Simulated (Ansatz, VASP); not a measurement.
## One calculation of NbSiO4, two programs

```
Nb Si O
1.0
     5.19923    0.00000    0.00000
     0.00000    5.19923    0.00000
     0.00000    0.00000    5.29719
Nb Si O
1 1 4
Direct
  0.50000 0.50000 0.00000
  0.50000 0.50000 0.50000
  0.87424 0.50000 0.00000
  0.12576 0.50000 0.00000
  0.50000 0.87424 0.00000
  0.50000 0.12576 0.00000
```

Alike in both runs: functional PBE; k mesh 8 × 8 × 8; occupations gaussian, width 0.1 eV; no spin polarisation.

Ansatz relaxed the structure, and its values are those at the end. VASP's run is a single point on that final structure, the one shown.

|  | VASP | Ansatz |
| --- | --- | --- |
| version | VASP 6.6.1 | Ansatz 0.2.0 |
| potentials or method | VASP PAW PBE potentials, release 64 (Nb_sv, Si, O), cutoff 520 eV | scalar-relativistic, plane waves, PAW |
| valence electrons in the cell | 41 | 41 |

```csv
,VASP,Ansatz,Ansatz less VASP
gap on the k mesh at the Fermi level (eV),none,none,-
pressure (GPa),0.1,0.0,-0.07
rms of the force components (eV/Å),0.188,0.004,-0.1842
```

A gap of «none» marks a metal or a gap that the smearing closes. One of these differences is far larger than is usual between the two programs; its cause wasn't traced. With one functional, cell and mesh, what is left measures potentials, basis and numerics. Ansatz's warnings: xc potential rough in thin density.
